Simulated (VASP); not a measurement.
Crystal: Ag.

```
Ag
1.0
    -1.65565    1.65565    1.65565
     1.65565   -1.65565    1.65565
     1.65565    1.65565   -1.65565
Ag
1
Direct
  0.00000 0.00000 0.00000
```

This isn't the form of Ag at room conditions, which is fcc.

* Program: VASP 6.6.1
* Task: relaxation of cell and atoms
* Functional: PBEsol-based global hybrid with 25 % exact exchange
* Potentials or basis: VASP PAW PBE potentials, release 64 (Ag)
* Cutoff: 600 eV
* k mesh: 6 × 6 × 6
* Occupations: fermi-dirac, width 0.05 eV
* Spin: no spin polarisation

At the start: pressure -6.0 GPa; volume 18.15 Å³/atom.

Where does the relaxation end?

Over 3 steps the energy falls by 23.6 meV/atom and the volume is 16.98 Å³/atom (-6.5 %); space group Im-3m (No. 229, to 0.1 Å) before and after.

The path:
```tsv
step	energy change (eV)	largest force (eV/Å)	pressure (GPa)	volume (Å³)
1	0.0000	0.0000	-5.97	18.15
2	-0.0174	0.0000	3.84	16.43
3	-0.0236	0.0000	-0.01	16.98
```

Final structure:
```cif
data_structure
_symmetry_space_group_name_H-M 'P 1'
_symmetry_Int_Tables_number 1
_cell_length_a 2.8044
_cell_length_b 2.8044
_cell_length_c 2.8044
_cell_angle_alpha 109.471
_cell_angle_beta 109.471
_cell_angle_gamma 109.471
_cell_volume 16.98
loop_
_atom_site_label
_atom_site_type_symbol
_atom_site_fract_x
_atom_site_fract_y
_atom_site_fract_z
_atom_site_occupancy
Ag1 Ag 0.00000 0.00000 0.00000 1
```

Caveat: the k points lie up to 0.46 Å⁻¹ apart in the final cell, too coarse for converged energies and pressures of a metal; the PAW data sets were made with another functional, which shifts forces and pressure a little.
